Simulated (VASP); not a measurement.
A run of VASP 6.6.1 is set up as follows.

INCAR

```
SYSTEM = Ta5As4
  PREC = Accurate
  ENCUT = 520
  EDIFF = 1E-7
  ISMEAR = -1
  SIGMA = 0.1
  LREAL = .False.
  LASPH = .True.
  NELM = 100
  ALGO = Normal
  ISIF = 2
  LWAVE = .False.
  LCHARG = .False.
  GGA = PE
  NBANDS = 48
```

KPOINTS

```
regular mesh
0
Gamma
  3 3 3
  0 0 0
```

POSCAR

```
Ta5As4
1.0
    6.2733350000     -1.2801220000      0.2846130000
   -0.4629810000      5.5904080000      0.4313440000
    0.3684850000     -0.8796580000      4.9717910000
Ta As
5 4
Direct
    0.7971172892      0.6057029680      0.8796183741
    0.6918704938      0.0697899272      0.8656472480
    0.2059358366     -0.0119668834      0.7894434475
    0.4532769795      0.5941829805      0.5539658074
    0.9394374409      0.8844420318      0.3525952977
    0.1579684047      0.3669926630      0.1176137644
    0.5908435853      0.1577378671      0.3945557953
    0.0487306958      0.3066070067      0.6035584597
    0.3368454197      0.8233614259      0.1688088666
```

Potentials or basis: VASP PAW PBE potentials, release 64 (Ta_pv, As).

The run is started by

```bash
$ cat potpaw_PBE.64/Ta_pv/POTCAR potpaw_PBE.64/As/POTCAR > POTCAR
$ mpirun -np 1 vasp_std > vasp.out
```

(1) Predict the largest force.

(2) What does it give for the pressure?

## Answers

(1) 1.761 eV/Å.

(2) -0.6 GPa.

Caveat: the k points lie up to 0.42 Å⁻¹ apart.
